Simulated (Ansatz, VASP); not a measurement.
# One calculation of LaTaO, two programs

The input INCAR:

```
ALGO = Normal
EDIFF = 1E-7
ENCUT = 520
GGA = PE
ISIF = 2
ISMEAR = 0
ISPIN = 2
LASPH = True
LCHARG = False
LMAXMIX = 6
LORBIT = 11
LREAL = False
LWAVE = False
MAGMOM = 0 0 1 1 0 0
NBANDS = 41
NELM = 150
PREC = Accurate
SIGMA = 0.1
```

KPOINTS

```
k-points
0
Gamma
  4 4 4
```

Contents of POSCAR:

```
LaTaO
1.0
    4.1149274600      0.0000000000      0.0000000000
    0.0000000000      4.1149274600      0.0000000000
    0.0000000000      0.0000000000      5.8639137500
La Ta O
2 2 2
Direct
    0.0000000000      0.5000000000      0.7134095400
    0.5000000000      0.0000000000      0.2865904600
    0.0000000000      0.0000000000      0.5000000000
    0.5000000000      0.5000000000      0.5000000000
    0.0000000000      0.0000000000      0.0000000000
    0.5000000000      0.5000000000      0.0000000000
```

Input for Ansatz:

```yaml
crystal:
  lattice:
    - [4.11492746, 0.0, 0.0]
    - [0.0, 4.11492746, 0.0]
    - [0.0, 0.0, 5.86391375]
  atoms:
    - { symbol: La, position: [0.0, 0.5, 0.71340954] }
    - { symbol: La, position: [0.5, 0.0, 0.28659046] }
    - { symbol: Ta, position: [0.0, 0.0, 0.5], spin: 1.0 }
    - { symbol: Ta, position: [0.5, 0.5, 0.5], spin: 1.0 }
    - { symbol: O, position: [0.0, 0.0, 0.0] }
    - { symbol: O, position: [0.5, 0.5, 0.0] }
basis:
  ecutwfc: 420
kpoints:
  mp_grid: { grid: [4, 4, 4] }
hamiltonian:
  xc: pbe
scf:
  occupations: { method: gaussian, width: 0.1 }
  lower_state_search: "off"
output:
  forces: true
  stress: true
  eigenvalues: true
  populations: true
magnetization:
  spin_polarized: true
```

Change from the starting cell: species swapped into the GdOF type (P4/nmm, No. 129).

Alike in both runs: task single point; functional PBE; k mesh 4 × 4 × 4; occupations gaussian, width 0.1 eV; collinear spin.

|  | VASP | Ansatz |
| --- | --- | --- |
| version | VASP 6.6.1 | Ansatz 0.2.0 |
| potentials or method | VASP PAW PBE potentials, release 64 (La, Ta_pv, O), cutoff 520 eV | scalar-relativistic, plane waves, PAW |
| valence electrons in the cell | 56 | 60 |

VASP gave:

- gap on the k mesh at the Fermi level (eV): none
- rms of the force components (eV/Å): 4.276
- net moment per atom (μB): 0.00

Question: Which values does Ansatz return?

Answer: gap on the k mesh at the Fermi level (eV): none; rms of the force components (eV/Å): 4.225; net moment per atom (μB): 0.00.

Atom by atom the forces differ by 0.051 eV/Å (rms over components). A gap of «none» marks a metal or a gap that the smearing closes. The functional is the same, so the differences come from potentials, cutoffs and numerics. VASP's potentials hold 56 valence electrons a cell and Ansatz's 60, so a difference there can come from the potentials and not from the codes. Ansatz's warnings: seeded moment not kept.

The k mesh is coarse, so the values compare programs but aren't converged. Spin-orbit coupling is off throughout.
